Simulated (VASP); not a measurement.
# Al2Cu (P1) in VASP: single point with PBEsol

Aim: the single point of Al2Cu with PBEsol.

All numbers are computed with VASP 6.6.1; they aren't measurements. Logs are shortened: lines on timing, memory, paths and dates and some standing lists are left out, and cuts for length are marked.

### 1 The cell of the first run

The typed cell holds 3 atoms: a = 4.049 Å, b = 4.049 Å, c = 4.049 Å, α = 120.00°, β = 120.00°, γ = 90.00°.

### 2 Single point, PBEsol (atoms moved at random)

INCAR

```
  PREC = Accurate
  ENCUT = 520
  EDIFF = 1E-6
  ISMEAR = 0
  SIGMA = 0.15
  LREAL = F
  LASPH = T
  NELM = 100
  ALGO = Fast
  ISIF = 2
  LWAVE = F
  LCHARG = F
  GGA = PS
  NBANDS = 16
```

KPOINTS

```
Automatic mesh
0
Gamma
  12 12 12
```

POSCAR

```
Al2Cu
1.0
   -2.0246315446      2.0246315446      2.8630136682
    2.0246315446     -2.0246315446      2.8630136682
    2.0246315446      2.0246315446     -2.8630136682
Al Cu
2 1
Direct
    0.7112213676      0.2405992714      0.5013964801
    0.2634193234      0.7847766951      0.4974505542
    0.5253593090      0.4746240335      0.0011529657
```

Potentials or basis: VASP PAW PBE potentials, release 64 (Al, Cu).

Started as:

```bash
$ cat potpaw_PBE.64/Al/POTCAR potpaw_PBE.64/Cu/POTCAR > POTCAR
$ mpirun -np 1 vasp_std > vasp.out
```

OUTCAR:

```text
PREC = Accurate
   ENCUT = 520
   EDIFF = 1E-6
   ISMEAR = 0
   LREAL = F
   LASPH = T
   NELM = 100
   ISIF = 2
   GGA = PS

 ion  position               nearest neighbor table
   1  0.711  0.241  0.501-   3 2.27   3 2.44   3 2.55   2 2.58   3 2.70   2 2.85   2 2.87   2 2.89
                             2 2.90   2 3.15
   2  0.263  0.785  0.497-   3 2.29   3 2.45   3 2.52   1 2.58   3 2.69   1 2.85   1 2.87   1 2.89
                             1 2.90   1 3.15
   3  0.525  0.475  0.001-   1 2.27   2 2.29   1 2.44   2 2.45   2 2.52   1 2.55   2 2.69   1 2.70

  LATTYP: Found a body centered tetragonal cell.
 ALAT       =     4.0492630892
 C/A-ratio  =     1.4140912088

  Lattice vectors:

 A1 = (  -2.0246315446,   2.0246315446,   2.8630136682)
 A2 = (   2.0246315446,  -2.0246315446,   2.8630136682)
 A3 = (   2.0246315446,   2.0246315446,  -2.8630136682)

Analysis of symmetry for initial positions (statically):
=====================================================================
 Subroutine PRICEL returns:
 Original cell was already a primitive cell.

 Routine SETGRP: Setting up the symmetry group for a
 body centered tetragonal supercell.

 Subroutine GETGRP returns: Found  1 space group operations
 (whereof  1 operations were pure point group operations)
 out of a pool of 16 trial point group operations.

The static configuration has the point symmetry C_1 .

Analysis of symmetry for dynamics (positions and initial velocities):
=====================================================================
 Subroutine PRICEL returns:
 Original cell was already a primitive cell.

 Routine SETGRP: Setting up the symmetry group for a
 body centered tetragonal supercell.

 Subroutine GETGRP returns: Found  1 space group operations
 (whereof  1 operations were pure point group operations)
 out of a pool of 16 trial point group operations.

The dynamic configuration has the point symmetry C_1 .

 Subroutine INISYM returns: Found  1 space group operations
 (whereof  1 operations are pure point group operations),
 and found     1 'primitive' translations

----------------------------------------------------------------------------------------

                                     Primitive cell

  volume of cell :      46.9435

  direct lattice vectors                    reciprocal lattice vectors
[... 84 lines left out ...]
   LNONCOLLINEAR =      F non collinear calculations
   LSORBIT =      F    spin-orbit coupling
   LASPH  =      T    aspherical Exc in radial PAW
   ENCUT  =  520.0 eV  38.22 Ry    6.18 a.u.   7.53  7.53  7.53*2*pi/ulx,y,z
   NELM   =    100;   NELMIN=  2; NELMDL= -5     # of ELM steps
   EDIFF  = 0.1E-05   stopping-criterion for ELM
   LREAL  =      F    real-space projection
   EDIFFG = 0.1E-04   stopping-criterion for IOM
   NSW    =      0    number of steps for IOM
   IBRION =     -1    ionic relax: 0-MD 1-quasi-New 2-CG
   NFREE  =      0    steps in history (QN), initial steepest desc. (CG)
   ISIF   =      2    stress and relaxation
   ISYM   =      2    0-nonsym 1-usesym 2-fastsym
   POTIM  = 0.5000    time-step for ionic-motion
   TEBEG  =    0.0;   TEEND  =   0.0 temperature during run
   PSTRESS=    0.0 pullay stress
   NELECT =      17.0000    total number of electrons
   NUPDOWN=      -1.0000    fix difference up-down
   EMIN   =  10.00;   EMAX   =-10.00  energy-range for DOS
   EFERMI =   0.00;   METHOD = LEGACY
   ISMEAR =     0;   SIGMA  =   0.15  broadening in eV -4-tet -1-fermi 0-gaus
   EFERMI_NEDOS =   21; number of points for ismear=-14 and -15
   IALGO  =     68    algorithm
   IMIX   =      4    mixing-type and parameters
     AMIX     =   0.40;   BMIX     =  1.00
     AMIX_MAG =   1.60;   BMIX_MAG =  1.00
  volume/ion in A,a.u.               =      15.65       105.60
  Fermi-wavevector in a.u.,A,eV,Ry     =   1.166897  2.205116 18.526366  1.361650
  Thomas-Fermi vector in A             =   2.303405
   LORBIT       =      0    0 simple, 1 ext, 2 COOP (PROOUT), +10 PAW based schemes
   GGA     = PS    functional components
   LHFCALC =     F    Hartree Fock is set to
   AEXX    =    0.0000 exact exchange contribution
   IVDW    =     0    specifies the selected vdW correction
   LEPSILON=     F    determine dielectric tensor
   LRPA    =     F    only Hartree local field effects (RPA)
 non-spin polarized calculation
 RMM-DIIS sequential band-by-band and
 Gauss-broadening in eV      SIGMA  =   0.15
  energy-cutoff  :      520.00
  volume of cell :       46.94
 maximum number of plane-waves:      1284
   NGX = 15   NGY = 15   NGZ = 15

 number of electron      16.9999987 magnetization

 Free energy of the ion-electron system (eV)
  ---------------------------------------------------
  ext. energy  EPLUGINS =         0.00000000
  ---------------------------------------------------
  free energy    TOTEN  =       -12.64771230 eV

  energy without entropy =      -12.63848520  energy(sigma->0) =      -12.64309875

 E-fermi :   7.0757     XC(G=0): -10.6207

 val. band max:        7.0751520227   @ k =   0.0833  -0.4167  -0.1667
 cond. band min:       7.0778847123   @ k =  -0.2500  -0.0833   0.3333
 fundamental gap:      0.0027326896
 Fermi energy:         7.0757333652

 k-point     1 :       0.0000    0.0000    0.0000
  band No.  band energies     occupation
      1      -3.2325      2.00000
      2       2.3093      2.00000
      3       2.3639      2.00000
      4       2.5096      2.00000
      5       2.9504      2.00000
      6       3.0033      2.00000
[... 433 lines left out ...]
      3       2.4387      2.00000
      4       2.4839      2.00000
      5       2.9885      2.00000
      6       3.0579      2.00000
[... 8 lines left out ...]
     15      17.0717      0.00000
     16      18.4628      0.00000

 [... further k-points ...]
[... 5 lines left out ...]
  --------------------------------------------------------------------------------------
  -------------------------------------------------------------------------------------
  Total        2.1891354     -0.9069967      2.0753833      0.2968021     -0.0591971     -0.1274887
  in kB       74.7150001    -30.9557175     70.8326515     10.1298285     -2.0203912     -4.3511767
  external PRESSURE =      38.1973114 kB  Pullay stress =       0.0000000 kB

 VOLUME and BASIS-vectors are now :
 -----------------------------------------------------------------------------
  energy-cutoff  :      520.00
  volume of cell :       46.94
      direct lattice vectors                 reciprocal lattice vectors
    -2.024631545  2.024631545  2.863013668     0.000000000  0.246958515  0.174641150
     2.024631545 -2.024631545  2.863013668     0.246958515  0.000000000  0.174641150
     2.024631545  2.024631545 -2.863013668     0.246958515  0.246958515  0.000000000

 POSITION                                       TOTAL-FORCE (eV/Angst)
 -----------------------------------------------------------------------------------
      0.06231      1.96798      1.28957        -0.989582      0.362404      1.419304
      2.06271     -0.04840      1.57679        -0.762415      0.310867     -1.415895
     -0.10039      0.10505      2.85967         1.751998     -0.673271     -0.003409
 -----------------------------------------------------------------------------------
    total drift:                                0.000366     -0.000057     -0.000138

  FREE ENERGIE OF THE ION-ELECTRON SYSTEM (eV)
  ---------------------------------------------------
  free  energy   TOTEN  =       -12.6477122965 eV

  energy  without entropy=      -12.6384852021  energy(sigma->0) =      -12.64309875
```

It took 6.7 min on 1 thread of Intel Xeon 6975P-C (Granite Rapids), shared host; peak memory 0.68 GiB.

What came out:

```yaml
Free_energy: -12.6477 eV
Pressure: 3.8 GPa
Largest_force: 1.877 eV/Å
Band_gap_on_the_k_mesh: zero (an odd number of electrons rules out a gap without spin polarisation)
```

Forces on the atoms (eV/Å):
```
Al  -0.990  0.362  1.419
Al  -0.762  0.311 -1.416
Cu   1.752 -0.673 -0.003
```

Stress tensor (GPa, compression positive):
```
 7.47  1.01 -0.44
 1.01 -3.10 -0.20
-0.44 -0.20  7.08
```

Caveat: the cell differs from its parent crystal (atoms moved at random); the stress differs along the axes, from -3 to 7 GPa; the PAW data sets were made with another functional, which shifts forces and pressure a little.
